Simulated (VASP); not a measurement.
# SrO (Fm-3m) in VASP: single point with r2SCAN

Aim: the single point of SrO with r2SCAN.

All numbers are computed with VASP 6.6.1; they aren't measurements. Logs are shortened: lines on timing, memory, paths and dates and some standing lists are left out, and cuts for length are marked.

### 1 The cell of the first run

It takes space group Fm-3m (No. 225, cubic). The conventional cell has a = 5.140 Å, b = 5.140 Å, c = 5.140 Å, α = 90.00°, β = 90.00°, γ = 90.00°. Sr (site symmetry m-3m) has 6 O at 2.57 Å within 3.4 Å. O (site symmetry m-3m) has 6 Sr at 2.57 Å within 3.4 Å.

### 2 Single point, r2SCAN

POSCAR

```
SrO
1.0
    0.0000000000      2.5698000000      2.5698000000
    2.5698000000      0.0000000000      2.5698000000
    2.5698000000      2.5698000000      0.0000000000
Sr O
1 1
Direct
    0.0000000000      0.0000000000      0.0000000000
    0.5000000000      0.5000000000      0.5000000000
```

INCAR.step1

```
SYSTEM = SrO
PREC = Accurate
ENCUT = 660
ISMEAR = 0
SIGMA = 0.1
LREAL = .FALSE.
LASPH = .TRUE.
NELM = 120
NBANDS = 15
GGA = PE
ALGO = Normal
EDIFF = 1E-5
LWAVE = .TRUE.
LCHARG = .FALSE.
GGA_COMPAT = .FALSE.
```

INCAR.step2

```
SYSTEM = SrO
PREC = Accurate
ENCUT = 660
EDIFF = 1E-6
ISMEAR = 0
SIGMA = 0.1
LREAL = .FALSE.
LASPH = .TRUE.
NELM = 120
ALGO = Normal
ISIF = 2
LWAVE = .FALSE.
LCHARG = .TRUE.
METAGGA = R2SCAN
LMIXTAU = .TRUE.
LELF = .TRUE.
LVHAR = .TRUE.
NBANDS = 15
ISTART = 1
GGA_COMPAT = .FALSE.
```

KPOINTS

```
Automatic mesh
0
G
  6 6 6
  0 0 0
```

Potentials or basis: VASP PAW PBE potentials, release 64 (Sr_sv, O).

The run is started by

```
> cat potpaw_PBE.64/Sr_sv/POTCAR potpaw_PBE.64/O/POTCAR > POTCAR
> cp INCAR.step1 INCAR
> mpirun -np 1 vasp_std > vasp.out
> cp INCAR.step2 INCAR
> mpirun -np 1 vasp_std > vasp.out
```

OUTCAR:

```text
SYSTEM = SrO
   PREC = Accurate
   ENCUT = 660
   EDIFF = 1E-6
   ISMEAR = 0
   LREAL = .FALSE.
   LASPH = .TRUE.
   NELM = 120
   ISIF = 2
   METAGGA = R2SCAN
   ISTART = 1

 ion  position               nearest neighbor table
   1  0.000  0.000  0.000-   2 2.57   2 2.57   2 2.57   2 2.57   2 2.57   2 2.57
   2  0.500  0.500  0.500-   1 2.57   1 2.57   1 2.57   1 2.57   1 2.57   1 2.57

  LATTYP: Found a face centered cubic cell.
 ALAT       =     5.1396000000

  Lattice vectors:

 A1 = (   0.0000000000,   2.5698000000,   2.5698000000)
 A2 = (   2.5698000000,   0.0000000000,   2.5698000000)
 A3 = (   2.5698000000,   2.5698000000,   0.0000000000)

Analysis of symmetry for initial positions (statically):
=====================================================================
 Subroutine PRICEL returns:
 Original cell was already a primitive cell.

 Routine SETGRP: Setting up the symmetry group for a
 face centered cubic supercell.

 Subroutine GETGRP returns: Found 48 space group operations
 (whereof 48 operations were pure point group operations)
 out of a pool of 48 trial point group operations.

The static configuration has the point symmetry O_h .

Analysis of symmetry for dynamics (positions and initial velocities):
=====================================================================
 Subroutine PRICEL returns:
 Original cell was already a primitive cell.

 Routine SETGRP: Setting up the symmetry group for a
 face centered cubic supercell.

 Subroutine GETGRP returns: Found 48 space group operations
 (whereof 48 operations were pure point group operations)
 out of a pool of 48 trial point group operations.

The dynamic configuration has the point symmetry O_h .

 Subroutine INISYM returns: Found 48 space group operations
 (whereof 48 operations are pure point group operations),
 and found     1 'primitive' translations

----------------------------------------------------------------------------------------

                                     Primitive cell

  volume of cell :      33.9413

  direct lattice vectors                    reciprocal lattice vectors
     0.000000000  2.569800000  2.569800000    -0.194567671  0.194567671  0.194567671
     2.569800000  0.000000000  2.569800000     0.194567671 -0.194567671  0.194567671
     2.569800000  2.569800000  0.000000000     0.194567671  0.194567671 -0.194567671

  length of vectors
     3.634246013  3.634246013  3.634246013     0.337001091  0.337001091  0.337001091

  position of ions in fractional coordinates (direct lattice)
     0.000000000  0.000000000  0.000000000
     0.500000000  0.500000000  0.500000000

  ion indices of the primitive-cell ions
   primitive index   ion index
                 1           1
                 2           2

----------------------------------------------------------------------------------------

 KPOINTS: Automatic mesh

Automatic generation of k-mesh.
 Grid dimensions read from file:
 generate k-points for:    6    6    6

 Generating k-lattice:

  Cartesian coordinates                     Fractional coordinates (reciprocal lattice)
    -0.032427945  0.032427945  0.032427945     0.166666667  0.000000000  0.000000000
     0.032427945 -0.032427945  0.032427945     0.000000000  0.166666667  0.000000000
     0.032427945  0.032427945 -0.032427945     0.000000000  0.000000000  0.166666667

  Length of vectors
     0.056166849  0.056166849  0.056166849

  Shift w.r.t. Gamma in fractional coordinates (k-lattice)
     0.000000000  0.000000000  0.000000000

 Subroutine IBZKPT returns following result:
 ===========================================

 Found     16 irreducible k-points:

 Following reciprocal coordinates:
            Coordinates               Weight
  0.000000  0.000000  0.000000      1.000000
  0.166667  0.000000  0.000000      8.000000
  0.333333  0.000000  0.000000      8.000000
  0.500000  0.000000  0.000000      4.000000
  0.166667  0.166667  0.000000      6.000000
  0.333333  0.166667  0.000000     24.000000
[... 8 lines left out ...]
 -0.333333  0.333333  0.166667     24.000000
 -0.333333  0.500000  0.166667     12.000000
   k-points           NKPTS =     16   k-points in BZ     NKDIM =     16   number of bands    NBANDS=     15
   number of dos      NEDOS =    301   number of ions     NIONS =      2
   total plane-waves  NPLWV =  27000
   dimension x,y,z NGX =    30 NGY =   30 NGZ =   30
   dimension x,y,z NGXF=    60 NGYF=   60 NGZF=   60
   ions per type =               1   1
   NGX,Y,Z   is equivalent  to a cutoff of  13.72, 13.72, 13.72 a.u.
   NGXF,Y,Z  is equivalent  to a cutoff of  27.45, 27.45, 27.45 a.u.
 SYSTEM =  SrO
   PREC   = accura    normal or accurate (medium, high low for compatibility)
   ISTART =      1    job   : 0-new  1-cont  2-samecut
   ICHARG =      0    charge: 1-file 2-atom 10-const
   ISPIN  =      1    spin polarized calculation?
   LNONCOLLINEAR =      F non collinear calculations
   LSORBIT =      F    spin-orbit coupling
   LASPH  =      T    aspherical Exc in radial PAW
   ENCUT  =  660.0 eV  48.51 Ry    6.96 a.u.   7.61  7.61  7.61*2*pi/ulx,y,z
   NELM   =    120;   NELMIN=  2; NELMDL=  0     # of ELM steps
   EDIFF  = 0.1E-05   stopping-criterion for ELM
   LREAL  =      F    real-space projection
   EDIFFG = 0.1E-04   stopping-criterion for IOM
   NSW    =      0    number of steps for IOM
   IBRION =     -1    ionic relax: 0-MD 1-quasi-New 2-CG
   NFREE  =      0    steps in history (QN), initial steepest desc. (CG)
   ISIF   =      2    stress and relaxation
   ISYM   =      2    0-nonsym 1-usesym 2-fastsym
   POTIM  = 0.5000    time-step for ionic-motion
   TEBEG  =    0.0;   TEEND  =   0.0 temperature during run
   PSTRESS=    0.0 pullay stress
   NELECT =      16.0000    total number of electrons
   NUPDOWN=      -1.0000    fix difference up-down
   EMIN   =  10.00;   EMAX   =-10.00  energy-range for DOS
   EFERMI =   0.00;   METHOD = LEGACY
   ISMEAR =     0;   SIGMA  =   0.10  broadening in eV -4-tet -1-fermi 0-gaus
   EFERMI_NEDOS =   21; number of points for ismear=-14 and -15
   IALGO  =     38    algorithm
   IMIX   =      4    mixing-type and parameters
     AMIX     =   0.40;   BMIX     =  1.00
     AMIX_MAG =   1.60;   BMIX_MAG =  1.00
  volume/ion in A,a.u.               =      16.97       114.52
  Fermi-wavevector in a.u.,A,eV,Ry     =   1.274106  2.407711 22.086959  1.623346
  Thomas-Fermi vector in A             =   2.406892
   LORBIT       =      0    0 simple, 1 ext, 2 COOP (PROOUT), +10 PAW based schemes
   METAGGA = R2SCAN    functional components
   LHFCALC =     F    Hartree Fock is set to
   AEXX    =    0.0000 exact exchange contribution
   IVDW    =     0    specifies the selected vdW correction
   LEPSILON=     F    determine dielectric tensor
   LRPA    =     F    only Hartree local field effects (RPA)
 non-spin polarized calculation
 Gauss-broadening in eV      SIGMA  =   0.10
  energy-cutoff  :      660.00
  volume of cell :       33.94
 maximum number of plane-waves:      1316
   NGX = 15   NGY = 15   NGZ = 15

 number of electron      15.9999997 magnetization

 Free energy of the ion-electron system (eV)
  ---------------------------------------------------
  ext. energy  EPLUGINS =         0.00000000
  ---------------------------------------------------
  free energy    TOTEN  =       -27.05683627 eV

  energy without entropy =      -27.05683627  energy(sigma->0) =      -27.05683627

 E-fermi :   1.7732     XC(G=0): -10.5923

 val. band max:        1.3462249183   @ k =   0.0000   0.0000   0.0000
 cond. band min:       5.0906130437   @ k =   0.5000   0.5000   0.0000
 fundamental gap:      3.7443881254
 Fermi energy:         1.7731974979

 k-point     1 :       0.0000    0.0000    0.0000
  band No.  band energies     occupation
      1     -32.1188      2.00000
      2     -14.6824      2.00000
      3     -13.1405      2.00000
      4     -13.1405      2.00000
      5     -13.1405      2.00000
      6       1.3462      2.00000
      7       1.3462      2.00000
      8       1.3462      2.00000
      9       6.0183      0.00000
     10       8.1291      0.00000
     11       8.1291      0.00000
     12       8.1291      0.00000
     13      10.4533      0.00000
     14      10.4533      0.00000
     15      14.6574      0.00000

 k-point     2 :       0.1667    0.0000    0.0000
  band No.  band energies     occupation
      1     -32.0841      2.00000
      2     -15.1420      2.00000
      3     -13.1601      2.00000
      4     -13.1601      2.00000
      5     -12.7658      2.00000
      6       0.6603      2.00000
      7       1.0221      2.00000
      8       1.0221      2.00000
      9       7.1549      0.00000
     10       7.9128      0.00000
     11       8.6751      0.00000
     12       8.6751      0.00000
     13      11.1637      0.00000
     14      11.1637      0.00000
     15      16.3555      0.00000

 k-point     3 :       0.3333    0.0000    0.0000
  band No.  band energies     occupation
      1     -32.0138      2.00000
      2     -15.7822      2.00000
      3     -13.1985      2.00000
      4     -13.1985      2.00000
      5     -12.2962      2.00000
      6      -0.3528      2.00000
      7       0.4621      2.00000
      8       0.4621      2.00000
      9       8.0885      0.00000
     10       9.3102      0.00000
     11      10.0010      0.00000
     12      10.0010      0.00000
     13      12.7615      0.00000
     14      12.7615      0.00000
     15      18.0283      0.00000
[... 199 lines left out ...]
 k-point    15 :      -0.3333    0.3333    0.1667
  band No.  band energies     occupation
      1     -31.9468      2.00000
      2     -15.5260      2.00000
      3     -13.6635      2.00000
      4     -13.5334      2.00000
      5     -12.5907      2.00000
      6       0.0415      2.00000
      7       0.6813      2.00000
      8       0.7446      2.00000
      9       8.1027      0.00000
     10       8.2351      0.00000
     11      11.0540      0.00000
     12      12.1010      0.00000
     13      13.5797      0.00000
     14      15.4162      0.00000
     15      15.8716      0.00000

 k-point    16 :      -0.3333    0.5000    0.1667
  band No.  band energies     occupation
      1     -31.9367      2.00000
      2     -15.1460      2.00000
      3     -13.9455      2.00000
      4     -13.6545      2.00000
      5     -12.8495      2.00000
      6       0.4728      2.00000
      7       0.8948      2.00000
      8       1.0213      2.00000
      9       6.4948      0.00000
     10       9.5216      0.00000
     11      10.5258      0.00000
     12      13.0826      0.00000
     13      13.1286      0.00000
     14      15.4362      0.00000
     15      15.6373      0.00000

------------------------ aborting loop because EDIFF is reached ----------------------------------------

  FORCE on cell =-STRESS in cart. coord.  units (eV):
  Direction    XX          YY          ZZ          XY          YZ          ZX
  --------------------------------------------------------------------------------------
  -------------------------------------------------------------------------------------
  Total        0.3324382      0.3324382      0.3324382      0.0000000      0.0000000     -0.0000000
  in kB       15.6925526     15.6925526     15.6925526      0.0000000      0.0000000     -0.0000000
  external PRESSURE =      15.6925526 kB  Pullay stress =       0.0000000 kB

 VOLUME and BASIS-vectors are now :
 -----------------------------------------------------------------------------
  energy-cutoff  :      660.00
  volume of cell :       33.94
      direct lattice vectors                 reciprocal lattice vectors
     0.000000000  2.569800000  2.569800000    -0.194567671  0.194567671  0.194567671
     2.569800000  0.000000000  2.569800000     0.194567671 -0.194567671  0.194567671
     2.569800000  2.569800000  0.000000000     0.194567671  0.194567671 -0.194567671

 POSITION                                       TOTAL-FORCE (eV/Angst)
 -----------------------------------------------------------------------------------
      0.00000      0.00000      0.00000         0.000000      0.000000      0.000000
      2.56980      2.56980      2.56980         0.000000      0.000000      0.000000
 -----------------------------------------------------------------------------------
    total drift:                                0.000000      0.000000      0.000000

  FREE ENERGIE OF THE ION-ELECTRON SYSTEM (eV)
  ---------------------------------------------------
  free  energy   TOTEN  =       -27.0568362654 eV

  energy  without entropy=      -27.0568362654  energy(sigma->0) =      -27.05683627
```

Wall time 1.8 min (1 thread of Intel Xeon 8259CL, shared host); peak memory 0.18 GiB.

What came out:

* Free energy: -27.0568 eV
* Pressure: 1.6 GPa
* Band gap on the k mesh: 3.74 eV, indirect (least direct gap 3.83 eV)

Caveat: the PAW data sets were made with another functional, which shifts forces and pressure a little. r2SCAN opens gaps a little over a GGA but as a rule still falls short of measured ones.
